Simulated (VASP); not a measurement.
# Sn (Im-3m) in VASP: further runs

Sn is run at these levels: LDA; tasks: single point.

Program: VASP 6.6.1. These are calculated values, not measurements. Logs are shortened: lines on timing, memory, paths and dates and some standing lists are left out, and cuts for length are marked.

### Step 1. The cell of the first run

Symmetry: Im-3m, No. 229, cubic system. The conventional cell has a = 3.823 Å, b = 3.823 Å, c = 3.823 Å, α = 90.00°, β = 90.00°, γ = 90.00°. Within 4.4 Å of Sn (site symmetry m-3m) lie 14 Sn at 3.31 to 3.82 Å.

### Step 2. Single point, LDA

The input, INCAR:

```
SYSTEM = Sn
  PREC = Accurate
  ENCUT = 520
  EDIFF = 1E-7
  ISMEAR = -1
  SIGMA = 0.05
  LREAL = .False.
  LASPH = .True.
  NELM = 80
  ALGO = Normal
  ISIF = 2
  LWAVE = .False.
  LCHARG = .False.
  NBANDS = 13
```

The input, KPOINTS:

```
Automatic mesh
0
Gamma
  11 11 11
  0 0 0
```

The input, POSCAR:

```
Sn
1.0
   -1.9113458293      1.9113458293      1.9113458293
    1.9113458293     -1.9113458293      1.9113458293
    1.9113458293      1.9113458293     -1.9113458293
Sn
1
Direct
    0.0000000000      0.0000000000      0.0000000000
```

Potentials or basis: VASP PAW LDA potentials, release 64 (Sn_d).

Started as:

```sh
cat potpaw_LDA.64/Sn_d/POTCAR > POTCAR
mpirun -np 1 vasp_std > vasp.out
```

OUTCAR:

```text
SYSTEM = Sn
   PREC = Accurate
   ENCUT = 520
   EDIFF = 1E-7
   ISMEAR = -1
   LREAL = .False.
   LASPH = .True.
   NELM = 80
   ISIF = 2

 ion  position               nearest neighbor table
   1  0.000  0.000  0.000-

  LATTYP: Found a body centered cubic cell.
 ALAT       =     3.8226916586

  Lattice vectors:

 A1 = (  -1.9113458293,   1.9113458293,   1.9113458293)
 A2 = (   1.9113458293,  -1.9113458293,   1.9113458293)
 A3 = (   1.9113458293,   1.9113458293,  -1.9113458293)

Analysis of symmetry for initial positions (statically):
=====================================================================
 Subroutine PRICEL returns:
 Original cell was already a primitive cell.

 Routine SETGRP: Setting up the symmetry group for a
 body centered cubic supercell.

 Subroutine GETGRP returns: Found 48 space group operations
 (whereof 48 operations were pure point group operations)
 out of a pool of 48 trial point group operations.

The static configuration has the point symmetry O_h .

Analysis of symmetry for dynamics (positions and initial velocities):
=====================================================================
 Subroutine PRICEL returns:
 Original cell was already a primitive cell.

 Routine SETGRP: Setting up the symmetry group for a
 body centered cubic supercell.

 Subroutine GETGRP returns: Found 48 space group operations
 (whereof 48 operations were pure point group operations)
 out of a pool of 48 trial point group operations.

The dynamic configuration has the point symmetry O_h .

 Subroutine INISYM returns: Found 48 space group operations
 (whereof 48 operations are pure point group operations),
 and found     1 'primitive' translations

----------------------------------------------------------------------------------------

                                     Primitive cell

  volume of cell :      27.9304

  direct lattice vectors                    reciprocal lattice vectors
    -1.911345829  1.911345829  1.911345829     0.000000000  0.261595778  0.261595778
     1.911345829 -1.911345829  1.911345829     0.261595778  0.000000000  0.261595778
     1.911345829  1.911345829 -1.911345829     0.261595778  0.261595778  0.000000000

  length of vectors
     3.310548087  3.310548087  3.310548087     0.369952298  0.369952298  0.369952298

  position of ions in fractional coordinates (direct lattice)
     0.000000000  0.000000000  0.000000000

  ion indices of the primitive-cell ions
   primitive index   ion index
                 1           1
[... 74 lines left out ...]
   EDIFFG = 0.1E-05   stopping-criterion for IOM
   NSW    =      0    number of steps for IOM
   IBRION =     -1    ionic relax: 0-MD 1-quasi-New 2-CG
   NFREE  =      0    steps in history (QN), initial steepest desc. (CG)
   ISIF   =      2    stress and relaxation
   ISYM   =      2    0-nonsym 1-usesym 2-fastsym
   POTIM  = 0.5000    time-step for ionic-motion
   TEBEG  =    0.0;   TEEND  =   0.0 temperature during run
   PSTRESS=    0.0 pullay stress
   NELECT =      14.0000    total number of electrons
   NUPDOWN=      -1.0000    fix difference up-down
   EMIN   =  10.00;   EMAX   =-10.00  energy-range for DOS
   EFERMI =   0.00;   METHOD = LEGACY
   ISMEAR =    -1;   SIGMA  =   0.05  broadening in eV -4-tet -1-fermi 0-gaus
   EFERMI_NEDOS =   21; number of points for ismear=-14 and -15
   IALGO  =     38    algorithm
   IMIX   =      4    mixing-type and parameters
     AMIX     =   0.40;   BMIX     =  1.00
     AMIX_MAG =   1.60;   BMIX_MAG =  1.00
  volume/ion in A,a.u.               =      27.93       188.48
  Fermi-wavevector in a.u.,A,eV,Ry     =   1.300444  2.457482 23.009546  1.691154
  Thomas-Fermi vector in A             =   2.431642
   LORBIT       =      0    0 simple, 1 ext, 2 COOP (PROOUT), +10 PAW based schemes
   GGA     = CA    functional components
   LHFCALC =     F    Hartree Fock is set to
   AEXX    =    0.0000 exact exchange contribution
   IVDW    =     0    specifies the selected vdW correction
   LEPSILON=     F    determine dielectric tensor
   LRPA    =     F    only Hartree local field effects (RPA)
 non-spin polarized calculation
  energy-cutoff  :      520.00
  volume of cell :       27.93
 maximum number of plane-waves:       767
 NGX is ok and might be reduce to    28
   NGX = 13   NGY = 13   NGZ = 13

 number of electron      13.9999998 magnetization

 Free energy of the ion-electron system (eV)
  ---------------------------------------------------
  ext. energy  EPLUGINS =         0.00000000
  ---------------------------------------------------
  free energy    TOTEN  =        -4.40480526 eV

  energy without entropy =       -4.40057422  energy(sigma->0) =       -4.40268974

 E-fermi :   7.4972     XC(G=0): -10.4763

 val. band max:        7.4576563851   @ k =  -0.2727   0.3636   0.1818
 cond. band min:       7.5180946623   @ k =  -0.4545   0.4545   0.3636
 fundamental gap:      0.0604382772
 Fermi energy:         7.4971923209

 k-point     1 :       0.0000    0.0000    0.0000
  band No.  band energies     occupation
      1     -13.9416      2.00000
      2     -13.9416      2.00000
      3     -13.9416      2.00000
      4     -13.8115      2.00000
      5     -13.8115      2.00000
      6      -3.4168      2.00000
      7      15.0754      0.00000
      8      15.0754      0.00000
      9      15.0754      0.00000
     10      19.6437      0.00000
     11      19.6437      0.00000
     12      19.6437      0.00000
     13      20.0915      0.00000
[... 354 lines left out ...]
  band No.  band energies     occupation
      1     -13.9526      2.00000
      2     -13.8921      2.00000
      3     -13.8207      2.00000
      4     -13.8175      2.00000
      5     -13.7867      2.00000
      6       1.6193      2.00000
      7       4.1647      2.00000
      8       7.3934      1.77726
      9       9.6338      0.00000
     10      19.4535      0.00000
     11      21.1972      0.00000
     12      22.6216      0.00000
     13      23.1904      0.00000

 [... further k-points ...]
[... 5 lines left out ...]
  --------------------------------------------------------------------------------------
  -------------------------------------------------------------------------------------
  Total       -0.7173356     -0.7173356     -0.7173356     -0.0000000     -0.0000000     -0.0000000
  in kB      -41.1486112    -41.1486112    -41.1486112     -0.0000000     -0.0000000     -0.0000000
  external PRESSURE =     -41.1486112 kB  Pullay stress =       0.0000000 kB

 VOLUME and BASIS-vectors are now :
 -----------------------------------------------------------------------------
  energy-cutoff  :      520.00
  volume of cell :       27.93
      direct lattice vectors                 reciprocal lattice vectors
    -1.911345829  1.911345829  1.911345829     0.000000000  0.261595778  0.261595778
     1.911345829 -1.911345829  1.911345829     0.261595778  0.000000000  0.261595778
     1.911345829  1.911345829 -1.911345829     0.261595778  0.261595778  0.000000000

 POSITION                                       TOTAL-FORCE (eV/Angst)
 -----------------------------------------------------------------------------------
      0.00000      0.00000      0.00000         0.000000      0.000000      0.000000
 -----------------------------------------------------------------------------------
    total drift:                               -0.000000     -0.000000     -0.000000

  FREE ENERGIE OF THE ION-ELECTRON SYSTEM (eV)
  ---------------------------------------------------
  free  energy   TOTEN  =        -4.4048052638 eV

  energy  without entropy=       -4.4005742232  energy(sigma->0) =       -4.40268974
```

OSZICAR:

```text
N       E                     dE             d eps       ncg     rms          rms(c)
DAV:   1     0.807454709274E+02    0.80745E+02   -0.71287E+03  1486   0.159E+03
DAV:   2     0.142836651845E+01   -0.79317E+02   -0.77128E+02  1601   0.338E+02
DAV:   3    -0.429344718251E+01   -0.57218E+01   -0.56982E+01  1771   0.739E+01
DAV:   4    -0.441577892493E+01   -0.12233E+00   -0.12231E+00  1699   0.116E+01
DAV:   5    -0.442024652155E+01   -0.44676E-02   -0.44675E-02  1935   0.215E+00    0.128E+00
DAV:   6    -0.440893560066E+01    0.11311E-01   -0.11162E-02  1839   0.174E+00    0.700E-01
DAV:   7    -0.440502926019E+01    0.39063E-02   -0.64543E-03  1816   0.123E+00    0.952E-02
DAV:   8    -0.440480443152E+01    0.22483E-03   -0.56313E-04  1801   0.412E-01    0.194E-02
DAV:   9    -0.440480521974E+01   -0.78822E-06   -0.99094E-06  1997   0.358E-02    0.130E-02
DAV:  10    -0.440480526384E+01   -0.44100E-07   -0.80227E-07  1835   0.791E-03
   1 F= -.44048053E+01 E0= -.44026897E+01  d E =-.423104E-02
```

stdout:

```text
POSCAR found type information on POSCAR Sn
 POSCAR found :  1 types and       1 ions
 scaLAPACK will be used
 LDA part: xc-table for (Slater(with rela. corr.)+CA(PZ))
 , standard interpolation
 POSCAR, INCAR and KPOINTS ok, starting setup
 FFT: planning ... GRIDC
 FFT: planning ... GRID_SOFT
 FFT: planning ... GRID
 WAVECAR not read
 entering main loop
```

Run time: 29 s. Hardware: 1 thread of Intel Xeon 8259CL, shared host; peak memory 0.15 GiB.

Results:

- Free energy: -4.4048 eV
- Pressure: -4.1 GPa
- Band gap on the k mesh: zero (band 7 reaches 15.08 eV, above the bottom of band 8 at 5.22 eV)

Levels at points of the mesh, in eV from the Fermi level:
```
           k point  band 3  band 4  band 5  band 6  band 7  band 8  band 9  band 10  band 11  band 12
(0.00, 0.00, 0.00)  -21.44  -21.31  -21.31  -10.91    7.58    7.58    7.58    12.15    12.15    12.15
```

Caveat: spin-orbit coupling is left out, which moves the levels of the heavy elements.

### Step 3. Single point, LDA

This run uses another cell than the first one, of 28.66 Å³/atom, 1.026 times its volume.

The input, INCAR:

```
SYSTEM = Sn
PREC = Accurate
ENCUT = 520
EDIFF = 1E-6
ISMEAR = -1
SIGMA = 0.05
LREAL = .False.
LASPH = .True.
NELM = 80
ALGO = Normal
ISIF = 2
LWAVE = .False.
LCHARG = .True.
LELF = .True.
LVHAR = .True.
NBANDS = 13
```

KPOINTS is that of step 2.

The input, POSCAR:

```
Sn
1.0
   -1.9277530338      1.9277530338      1.9277530338
    1.9277530338     -1.9277530338      1.9277530338
    1.9277530338      1.9277530338     -1.9277530338
Sn
1
Direct
    0.0000000000      0.0000000000      0.0000000000
```

Potentials or basis: VASP PAW LDA potentials, release 64 (Sn_d).

Started as:

```sh
cat potpaw_LDA.64/Sn_d/POTCAR > POTCAR
mpirun -np 1 vasp_std > vasp.out
```

It took 29 s on 1 thread of Intel Xeon 8259CL, shared host; peak memory 0.15 GiB.

The run converged. Its results:

```yaml
Free_energy: -4.3844 eV
Pressure: -5.0 GPa
Band_gap_on_the_k_mesh: zero (band 7 reaches 14.55 eV, above the bottom of band 8 at 5.00 eV)
```

Levels at points of the mesh, in eV from the Fermi level:
```tsv
k point	band 4	band 5	band 6	band 7	band 8	band 9	band 10	band 11
(0.00, 0.00, 0.00)	-21.31	-21.31	-10.74	7.35	7.35	7.35	12.09	12.09
```

Caveat: spin-orbit coupling is left out, which moves the levels of the heavy elements.

### Step 4. Single point, LDA

This run uses another cell than the first one, of 29.38 Å³/atom, 1.052 times its volume.

The input, INCAR:

```
SYSTEM = Sn
  ALGO = Normal
  EDIFF = 1E-6
  ENCUT = 520
  ISIF = 2
  ISMEAR = -1
  LASPH = .True.
  LCHARG = .False.
  LREAL = .False.
  LWAVE = .False.
  NBANDS = 13
  NELM = 80
  PREC = Accurate
  SIGMA = 0.05
```

The input, KPOINTS:

```
k-points
0
Gamma
  11 11 11
  0 0 0
```

The input, POSCAR:

```
Sn
1.0
   -1.9438856084      1.9438856084      1.9438856084
    1.9438856084     -1.9438856084      1.9438856084
    1.9438856084      1.9438856084     -1.9438856084
Sn
1
Direct
    0.0000000000      0.0000000000      0.0000000000
```

Started as:

```sh
cat potpaw_LDA.64/Sn_d/POTCAR > POTCAR
mpirun -np 1 vasp_std > vasp.out
```

It took 27 s on 1 thread of Intel Xeon 8259CL, shared host; peak memory 0.15 GiB.

The run converged. Its results:

```
Free energy            : -4.3601 eV
Pressure               : -5.7 GPa
Band gap on the k mesh : zero (band 7 reaches 14.05 eV, above the bottom of band 8 at 4.79 eV)
```

Levels at points of the mesh, in eV from the Fermi level:
| k point | band 3 | band 4 | band 5 | band 6 | band 7 | band 8 | band 9 | band 10 | band 11 | band 12 |
| --- | --- | --- | --- | --- | --- | --- | --- | --- | --- | --- |
| (0.00, 0.00, 0.00) | -21.42 | -21.31 | -21.31 | -10.57 | 7.13 | 7.13 | 7.13 | 12.03 | 12.03 | 12.03 |

Caveat: spin-orbit coupling is left out, which moves the levels of the heavy elements.

### Step 5. The runs side by side

| cell | gap on the mesh (eV) | pressure (GPa) |
| --- | --- | --- |
| a = 3.311 Å, angles 109.5°, 1 atom | none | -4.1 |
| a = 3.339 Å, angles 109.5°, 1 atom | none | -5.0 |
| a = 3.367 Å, angles 109.5°, 1 atom | none | -5.7 |

Alike in all rows: task single point; level LDA; potentials or basis VASP PAW LDA potentials, release 64 (Sn_d); no spin polarisation; k mesh 11 × 11 × 11; cutoff (eV) 520; smearing fermi-dirac 0.05 eV.

Caveats: spin-orbit coupling is left out, which moves the levels of the heavy elements.

Total energies depend on the potentials used, so only differences within one code and one set of settings carry meaning.
